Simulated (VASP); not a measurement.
## Co: single point with PBE

Crystal: Co.

```
Co
1.0
     0.00000    1.78950    1.78950
     1.78950    0.00000    1.78950
     1.78950    1.78950    0.00000
Co
1
Direct
  0.00000 0.00000 0.00000
```

```json
{"Program": "VASP 6.6.1", "Task": "single point", "Functional": "PBE", "Potentials or basis": "VASP PAW PBE potentials, release 64 (Co)", "Cutoff": "520 eV", "k mesh": "14 × 14 × 14", "Occupations": "gaussian, width 0.1 eV", "Spin": "collinear spin, ferromagnetic start", "Starting moments": "[0.3] μB"}
```

The pressure is -21.3 GPa. The net moment is 0.00 μB per cell and the valence electrons inside the program's atomic spheres are Co 8.17.

Levels at points of the mesh, in eV from the Fermi level:
Spin up:
| k point | band 1 | band 2 | band 3 | band 4 | band 5 | band 6 | band 7 | band 8 |
| --- | --- | --- | --- | --- | --- | --- | --- | --- |
| (0.00, 0.00, 0.00) | -8.40 | -1.64 | -1.64 | -1.64 | -0.49 | -0.49 | 22.68 | 26.88 |
| (0.50, 0.00, 0.00) | -4.25 | -1.69 | -1.69 | 0.01 | 0.29 | 0.29 | 6.37 | 21.31 |
| (0.50, 0.50, 0.00) | -4.14 | -3.55 | 0.27 | 0.48 | 0.48 | 2.70 | 9.71 | 14.70 |
Spin down:
| k point | band 2 | band 3 | band 4 | band 5 | band 6 | band 7 |
| --- | --- | --- | --- | --- | --- | --- |
| (0.00, 0.00, 0.00) | -1.64 | -1.64 | -1.64 | -0.49 | -0.49 | 22.68 |
| (0.50, 0.00, 0.00) | -1.69 | -1.69 | 0.01 | 0.29 | 0.29 | 6.37 |
| (0.50, 0.50, 0.00) | -3.55 | 0.27 | 0.48 | 0.48 | 2.70 | 9.71 |

Run time: 28 s on 1 thread of Intel(R) Xeon(R) 6975P-C (Granite Rapids), with other jobs on the host, peak memory 0.15 GiB.
